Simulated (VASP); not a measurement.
# Zn (P6_3/mmc) in VASP: a series of runs, part 2 of 2

VASP 6.6.1. Earlier steps stand in the parts before.

### 4 Electric field gradients, PBEsol (volume scaled by 1.02)

The input, INCAR:

```
SYSTEM = Zn
ALGO = Normal ; EDIFF = 1E-8
ENCUT = 520 ; GGA = PS
ISIF = 2 ; ISMEAR = -1
LASPH = .True. ; LCHARG = .False.
LEFG = .True. ; LREAL = .False.
LWAVE = .False. ; NBANDS = 19
NELM = 60 ; PREC = Accurate
SIGMA = 0.03
```

The input, KPOINTS:

```
k-points
0
Gamma
  16 16 8
  0 0 0
```

The input, POSCAR:

```
Zn
1.0
    2.6824462367      0.0000000000      0.0000000000
   -1.3412231184      2.3230665853      0.0000000000
    0.0000000000      0.0000000000      4.9794605574
Zn
2
Direct
    0.3333333333      0.6666666667      0.2500000000
    0.6666666667      0.3333333333      0.7500000000
```

Potentials or basis: VASP PAW PBE potentials, release 64 (Zn).

On the command line:

```bash
> cat potpaw_PBE.64/Zn/POTCAR > POTCAR
> mpirun -np 1 vasp_std > vasp.out
```

OUTCAR:

```text
SYSTEM = Zn
   EDIFF = 1E-8
   ENCUT = 520
   GGA = PS
   ISIF = 2
   ISMEAR = -1
   LASPH = .True.
   LREAL = .False.
   NELM = 60
   PREC = Accurate

 ion  position               nearest neighbor table
   1  0.333  0.667  0.250-   2 2.93   2 2.93   2 2.93   2 2.93   2 2.93   2 2.93
   2  0.667  0.333  0.750-   1 2.93   1 2.93   1 2.93   1 2.93   1 2.93   1 2.93

  LATTYP: Found a hexagonal cell.
 ALAT       =     2.6824462367
 C/A-ratio  =     1.8563132745

  Lattice vectors:

 A1 = (   2.6824462367,   0.0000000000,   0.0000000000)
 A2 = (  -1.3412231184,   2.3230665853,   0.0000000000)
 A3 = (   0.0000000000,   0.0000000000,   4.9794605574)

Analysis of symmetry for initial positions (statically):
=====================================================================
 Subroutine PRICEL returns:
 Original cell was already a primitive cell.

 Routine SETGRP: Setting up the symmetry group for a
 hexagonal supercell.

 Subroutine GETGRP returns: Found 24 space group operations
 (whereof 12 operations were pure point group operations)
 out of a pool of 24 trial point group operations.

The static configuration has the point symmetry D_3d.
 The point group associated with its full space group is D_6h.

Analysis of symmetry for dynamics (positions and initial velocities):
=====================================================================
 Subroutine PRICEL returns:
 Original cell was already a primitive cell.

 Routine SETGRP: Setting up the symmetry group for a
 hexagonal supercell.

 Subroutine GETGRP returns: Found 24 space group operations
 (whereof 12 operations were pure point group operations)
[... 159 lines left out ...]
  band No.  band energies     occupation
      1      -7.4594      2.00000
      2      -5.6979      2.00000
      3      -5.0218      2.00000
      4      -4.8000      2.00000
      5      -4.8000      2.00000
      6      -4.7518      2.00000
[... 505 lines left out ...]
      6      -4.7461      2.00000
[... 11 lines left out ...]
     18      13.6682      0.00000
     19      15.1453      0.00000

 [... further k-points ...]

------------------------ aborting loop because EDIFF is reached ----------------------------------------

  FORCE on cell =-STRESS in cart. coord.  units (eV):
  Direction    XX          YY          ZZ          XY          YZ          ZX
  --------------------------------------------------------------------------------------
  -------------------------------------------------------------------------------------
  Total       -1.2863079     -1.2863079     -1.1179917      0.0000000      0.0000000      0.0000000
  in kB      -66.4171959    -66.4171959    -57.7263624      0.0000000      0.0000000      0.0000000
  external PRESSURE =     -63.5202514 kB  Pullay stress =       0.0000000 kB

 VOLUME and BASIS-vectors are now :
 -----------------------------------------------------------------------------
  energy-cutoff  :      520.00
  volume of cell :       31.03
      direct lattice vectors                 reciprocal lattice vectors
     2.682446237  0.000000000  0.000000000     0.372794051  0.215232746  0.000000000
    -1.341223118  2.323066585  0.000000000     0.000000000  0.430465492  0.000000000
     0.000000000  0.000000000  4.979460557     0.000000000  0.000000000  0.200824967

 POSITION                                       TOTAL-FORCE (eV/Angst)
 -----------------------------------------------------------------------------------
     -0.00000      1.54871      1.24487         0.000000     -0.000000     -0.000000
      1.34122      0.77436      3.73460        -0.000000      0.000000      0.000000
 -----------------------------------------------------------------------------------
    total drift:                               -0.000000      0.000000      0.000000

  FREE ENERGIE OF THE ION-ELECTRON SYSTEM (eV)
  ---------------------------------------------------
  free  energy   TOTEN  =        -3.1283835451 eV

  energy  without entropy=       -3.1278175058  energy(sigma->0) =       -3.12810053

 Electric field gradients (V/A^2)
---------------------------------------------------------------------
 ion       V_xx      V_yy      V_zz      V_xy      V_xz      V_yz
---------------------------------------------------------------------
   1     -18.208   -18.200    36.409     0.007     0.000    -0.000
   2     -18.208   -18.200    36.409     0.007    -0.000     0.000
---------------------------------------------------------------------

 Electric field gradients after diagonalization (V/A^2)
 (convention: |V_zz| > |V_xx| > |V_yy|)
----------------------------------------------------------------------
 ion       V_xx      V_yy      V_zz     asymmetry (V_yy - V_xx)/ V_zz
----------------------------------------------------------------------
   1     -18.212   -18.196    36.409       0.000
   2     -18.212   -18.196    36.409       0.000
----------------------------------------------------------------------

           NMR quadrupolar parameters

 Cq : quadrupolar parameter    Cq=e*Q*V_zz/h
 eta: asymmetry parameters     (V_yy - V_xx)/ V_zz
 Q  : nuclear electric quadrupole moment in mb (millibarn)
----------------------------------------------------------------------
 ion       Cq(MHz)       eta       Q (mb)
----------------------------------------------------------------------
   1       0.088       0.000       1.000
   2       0.088       0.000       1.000
----------------------------------------------------------------------
```

stdout:

```text
POSCAR found type information on POSCAR Zn
 POSCAR found :  1 types and       2 ions
 scaLAPACK will be used
 -----------------------------------------------------------------------------
|                                                                             |
|                                                                             |
|     You enforced a specific xc type in the INCAR file but a different       |
|     I HOPE YOU KNOW WHAT YOU ARE DOING!                                     |
|                                                                             |
 -----------------------------------------------------------------------------

 LDA part: xc-table for (Slater+PW92), standard interpolation
 POSCAR, INCAR and KPOINTS ok, starting setup
 FFT: planning ... GRIDC
 FFT: planning ... GRID_SOFT
 FFT: planning ... GRID
 WAVECAR not read
 entering main loop
ion   1

ion   2
```

It took 36 s on 1 thread of AMD EPYC 9R45 (Zen 5), shared host; peak memory 0.16 GiB.

What came out:

| Quantity | Value |
| --- | --- |
| Free energy | -3.1284 eV |
| Pressure | -6.4 GPa |
| Band gap on the k mesh | zero (band 12 reaches 4.04 eV, above the bottom of band 13 at -0.25 eV) |

Stress tensor (GPa, compression positive):
```
-6.64  0.00  0.00
 0.00 -6.64  0.00
 0.00  0.00 -5.77
```

Levels at points of the mesh, in eV from the Fermi level:
```csv
k point,band 9,band 10,band 11,band 12,band 13,band 14,band 15,band 16
"(0.00, 0.00, 0.00)",-7.28,-7.08,-7.08,-3.60,-3.10,13.37,16.98,17.08
"(0.50, 0.00, 0.00)",-6.91,-6.89,-2.84,-2.21,2.51,3.45,3.90,5.60
"(0.00, 0.00, 0.50)",-7.17,-7.17,-7.17,-7.17,4.47,4.47,18.34,18.34
"(0.50, 0.00, 0.50)",-6.90,-6.90,-1.87,-1.87,0.01,0.01,9.93,9.93
```

Electric field gradients, principal values (V/Å²):
```tsv
atom	least	middle	greatest (by size)
1 Zn	-18.196	-18.212	36.409
2 Zn	-18.196	-18.212	36.409
```

Caveat: without QUAD_EFG the Cq values of the log hold for a quadrupole moment of 1 mb, not for the nuclei; the PAW data sets were made with another functional, which shifts forces and pressure a little.
